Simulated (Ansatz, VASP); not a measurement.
# Two plane-wave programs on AlNi

The input INCAR:

```
SYSTEM = AlNi
ALGO = Fast
EDIFF = 1E-6
ENCUT = 520
GGA = PS
ISIF = 2
ISMEAR = 0
LASPH = .TRUE.
LCHARG = .TRUE.
LELF = .TRUE.
LREAL = .FALSE.
LVHAR = .TRUE.
LWAVE = .FALSE.
NBANDS = 14
NELM = 80
PREC = Accurate
SIGMA = 0.15
```

File KPOINTS:

```
k-points
0
G
  20 20 20
  0 0 0
```

POSCAR

```
AlNi
1.0
    2.8621655516      0.0000000000      0.0000000000
    0.0000000000      2.8621655516      0.0000000000
    0.0000000000      0.0000000000      2.8621655516
Al Ni
1 1
Direct
    0.0000000000      0.0000000000      0.0000000000
    0.4369631295      0.4369631295      0.4369631295
```

Input for Ansatz:

```yaml
crystal:
  lattice:
    - [2.8621655516, 0.0, 0.0]
    - [0.0, 2.8621655516, 0.0]
    - [0.0, 0.0, 2.8621655516]
  atoms:
    - { symbol: Al, position: [0.0, 0.0, 0.0] }
    - { symbol: Ni, position: [0.4369631295, 0.4369631295, 0.4369631295] }
basis:
  ecutwfc: 420
kpoints:
  mp_grid: { grid: [20, 20, 20] }
hamiltonian:
  xc: pbesol
scf:
  occupations: { method: gaussian, width: 0.15 }
output:
  forces: true
  stress: true
  eigenvalues: true
  write_density: true
  write_potential: true
  elf: true
  volumetric_format: npy
```

Change from the starting cell: all Ni atoms moved +0.312 Å, as atom 2 towards its neighbour atom 1 (Al) at 2.479 Å.

Alike in both runs: task single point; functional PBEsol; k mesh 20 × 20 × 20; occupations gaussian, width 0.15 eV; no spin polarisation.

|  | VASP | Ansatz |
| --- | --- | --- |
| version | VASP 6.6.1 | Ansatz 0.2.0 |
| potentials or method | VASP PAW PBE potentials, release 64 (Al, Ni), cutoff 520 eV | scalar-relativistic, plane waves, PAW |
| valence electrons in the cell | 13 | 21 |

|  | VASP | Ansatz | Ansatz less VASP |
| --- | --- | --- | --- |
| gap on the k mesh at the Fermi level (eV) | none | none | - |
| pressure (GPa) | 7.6 | 7.1 | -0.51 |
| traceless stress, the component that is largest in VASP (GPa) | 5.41 | 5.37 | -0.044 |
| rms of the force components (eV/Å) | 1.392 | 1.382 | -0.0097 |

VASP's potentials were made for PBE, not for PBEsol. Atom by atom the forces differ by 0.010 eV/Å (rms over components). A gap of «none» marks a metal or a gap that the smearing closes. VASP's potentials hold 13 valence electrons a cell and Ansatz's 21, so a difference there can come from the potentials and not from the codes.
